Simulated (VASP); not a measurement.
Input of a VASP 6.6.1 run:

File INCAR:

```
SYSTEM = BN
ALGO = Normal
EDIFF = 1E-7
ENCUT = 520
GGA = PE
ISIF = 2
ISMEAR = 0
IVDW = 12
LASPH = .TRUE.
LCHARG = .TRUE.
LELF = .TRUE.
LREAL = .FALSE.
LVHAR = .TRUE.
LWAVE = .FALSE.
NBANDS = 16
NELM = 100
PREC = Accurate
SIGMA = 0.05
```

The input KPOINTS:

```
k-points
0
G
  12 12 4
  0 0 0
```

POSCAR

```
BN
1.0
    2.5061233057      0.0000000000      0.0000000000
   -1.2530616528      2.1703664477      0.0000000000
    0.0000000000      0.0000000000      6.5973571420
B N
2 2
Direct
    0.0663482428      0.1326964856      0.4563461559
    0.3333333333      0.6666666667      0.0000000000
    0.0000000000      0.0000000000      0.0000000000
    0.6666666667      0.3333333333      0.5000000000
```

Potentials or basis: VASP PAW PBE potentials, release 64 (B, N).

Run with:

```bash
$ cat potpaw_PBE.64/B/POTCAR potpaw_PBE.64/N/POTCAR > POTCAR
$ mpirun -np 1 vasp_std > vasp.out
```

(1) What does it give for the pressure?

(2) What does it give for the dispersion energy per atom?

(3) Estimate the largest force.

(4) Estimate the band gap on the k mesh.

Answers

(1) 7.0 GPa.

(2) -0.142 eV.

(3) 5.949 eV/Å.

(4) 1.44 eV, indirect (least direct gap 2.36 eV).

Caveat: the cell differs from its parent crystal (atom 1 (B) moved by +0.288 Å along [1 2 0] and -0.288 Å along [0 0 1]); forces of over 1 eV/Å act on the atoms, so gaps and moduli don't describe the material at rest.
